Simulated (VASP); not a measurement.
Write the native input for VASP 6.6.1 that does the following.

| Quantity | Value |
| --- | --- |
| Task | electric field gradients |
| Functional | PBE |
| Potentials or basis | VASP PAW PBE potentials, release 64 (Nb_sv) |
| Cutoff | 520 eV |
| k mesh | 13 × 13 × 13 |
| Occupations | fermi-dirac, width 0.08 eV |
| Spin | no spin polarisation |
| Dipole correction | no |
| Further INCAR settings | ALGO = Normal; EDIFF = 1e-08; NBANDS = 12 |

The structure of Nb lies in POSCAR:

```
Nb
1.0
    0.0000000000      2.1008049414      2.1008049414
    2.1008049414      0.0000000000      2.1008049414
    2.1008049414      2.1008049414      0.0000000000
Nb
1
Direct
    0.0000000000      0.0000000000      0.0000000000
```

This cell differs from its parent crystal: volume scaled by 0.98.

One way to write it, as run:

INCAR

```
  PREC = Accurate
  ENCUT = 520
  EDIFF = 1E-8
  ISMEAR = -1
  SIGMA = 0.08
  LREAL = F
  LASPH = T
  NELM = 60
  ALGO = Normal
  ISIF = 2
  LWAVE = F
  LCHARG = F
  GGA = PE
  LEFG = T
  NBANDS = 12
```

KPOINTS

```
Automatic mesh
0
Gamma
  13 13 13
```

Potentials or basis: VASP PAW PBE potentials, release 64 (Nb_sv).

Command:

```bash
$ cat potpaw_PBE.64/Nb_sv/POTCAR > POTCAR
$ mpirun -np 1 vasp_std > vasp.out
```

Results of the run:

The pressure is 1.9 GPa.

Caveat: without QUAD_EFG the Cq values of the log hold for a quadrupole moment of 1 mb, not for the nuclei.

Wall time 8.1 s on 1 thread of Intel Xeon 6975P-C, with other jobs on the host, peak memory 0.15 GiB.
